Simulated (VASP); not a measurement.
Sn: single point with PBEsol

Crystal: Sn.

```
Sn
1.0
     0.00000    3.14471    3.14471
     3.14471    0.00000    3.14471
     3.14471    3.14471    0.00000
Sn
2
Direct
  0.00000 0.00000 0.00000
  0.25000 0.25000 0.25000
```

| Property | Result |
| --- | --- |
| Program | VASP 6.6.1 |
| Task | single point |
| Functional | PBEsol |
| Potentials or basis | VASP PAW PBE potentials, release 64 (Sn_d) |
| Cutoff | 520 eV |
| k mesh | 8 × 8 × 8 |
| Occupations | methfessel-paxton, width 0.1 eV |
| Spin | no spin polarisation |

```yaml
Pressure: 6.4 GPa
Band_gap_on_the_k_mesh: zero (filled and empty bands touch)
```

Levels at points of the mesh, in eV from the Fermi level:
| k point | band 10 | band 11 | band 12 | band 13 | band 14 | band 15 | band 16 | band 17 | band 18 | band 19 |
| --- | --- | --- | --- | --- | --- | --- | --- | --- | --- | --- |
| (0.00, 0.00, 0.00) | -21.41 | -11.39 | -0.11 | 0.00 | 0.00 | 0.00 | 2.06 | 2.06 | 2.06 | 4.82 |
| (0.50, 0.00, 0.00) | -21.36 | -9.56 | -6.81 | -1.36 | -1.36 | 0.05 | 3.15 | 3.15 | 5.34 | 8.74 |
| (0.50, 0.50, 0.00) | -21.33 | -7.97 | -7.97 | -2.89 | -2.89 | 0.54 | 0.54 | 8.23 | 8.23 | 9.86 |

It took 26 s on 1 thread of Intel Xeon 6975P-C, on a shared host, peak memory 0.21 GiB.

Caveat: the PAW data sets were made with another functional, which shifts forces and pressure a little; spin-orbit coupling is left out, which moves the levels of the heavy elements.
